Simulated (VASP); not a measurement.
AlRu, 2 atoms in the cell. Symmetry: Pm-3m, No. 221, cubic system. Conventional cell: a = 3.101 Å, b = 3.101 Å, c = 3.101 Å, α = 90.00°, β = 90.00°, γ = 90.00°. Within 3.5 Å of Al (site symmetry m-3m) lie 8 Ru at 2.69 Å and 6 Al at 3.10 Å. Ru (site symmetry m-3m) has 8 Al at 2.69 Å and 6 Ru at 3.10 Å within 3.5 Å. 

```yaml
Program: VASP 6.6.1
Task: single point
Functional: PBE
Potentials_or_basis: VASP PAW PBE potentials, release 64 (Al, Ru_pv)
Cutoff: 520 eV
k_mesh: 14 × 14 × 14, shifted
Occupations: gaussian, width 0.1 eV
Spin: no spin polarisation
Dipole_correction: no
Further_INCAR_settings: ALGO = Fast; EDIFF = 1e-06; NBANDS = 16
```

Potentials or basis: VASP PAW PBE potentials, release 64 (Al, Ru_pv).

The run is started by

```console
$ cat potpaw_PBE.64/Al/POTCAR potpaw_PBE.64/Ru_pv/POTCAR > POTCAR
$ mpirun -np 1 vasp_std > vasp.out
```

Hardware: 1 thread of Intel Xeon 8259CL (shared host).

Estimate the wall time of this run.

Run time: 36 s on 1 thread of Intel Xeon 8259CL, with other jobs on the host, peak memory 0.16 GiB. Counts: scf iterations 13, k points 84.
